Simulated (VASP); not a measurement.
The system is SrTiO3.

```xyz
5
Lattice="4.3363 0.0000 0.0000 0.0000 4.3363 0.0000 0.0000 0.0000 4.3363" Properties=species:S:1:pos:R:3 pbc="T T T"
Sr    0.0000    0.0000    0.0000
Ti    2.1682    2.1682    2.1682
O     2.1682    2.1682    0.0000
O     2.1682    0.0000    2.1682
O     0.0000    2.1682    2.1682
```

* Program: VASP 6.6.1
* Task: relaxation of cell and atoms
* Functional: PBEsol
* Potentials or basis: VASP PAW PBE potentials, release 64 (Sr_sv, Ti_sv, O)
* Cutoff: 600 eV
* k mesh: 6 × 6 × 6
* Occupations: fermi-dirac, width 0.03 eV
* Spin: no spin polarisation

At the start: pressure -29.2 GPa; volume 16.31 Å³/atom.

Where does the relaxation end?

Over 6 steps the energy falls by 550.1 meV/atom and the volume is 11.82 Å³/atom (-27.5 %); space group Pm-3m (No. 221, to 0.1 Å) before and after.

Step by step:
```tsv
step	energy change (eV)	largest force (eV/Å)	pressure (GPa)	volume (Å³)
1	0.0000	0.0000	-29.23	81.54
2	-1.9642	0.0000	36.32	51.23
3	-2.7500	0.0000	-0.70	59.33
4	-2.7503	0.0000	0.53	58.93
5	-2.7503	0.0000	-0.44	59.24
6	-2.7506	0.0000	0.00	59.09
```

Final structure:
```xyz
5
Lattice="3.8951 0.0000 0.0000 0.0000 3.8951 0.0000 0.0000 0.0000 3.8951" Properties=species:S:1:pos:R:3 pbc="T T T"
Sr    0.0000    0.0000    0.0000
Ti    1.9475    1.9475    1.9475
O     1.9475    1.9475    0.0000
O     1.9475    0.0000    1.9475
O     0.0000    1.9475    1.9475
```

Caveat: the volume moved by over 15 % at a fixed basis, so the end points are rough; the PAW data sets were made with another functional, which shifts forces and pressure a little.
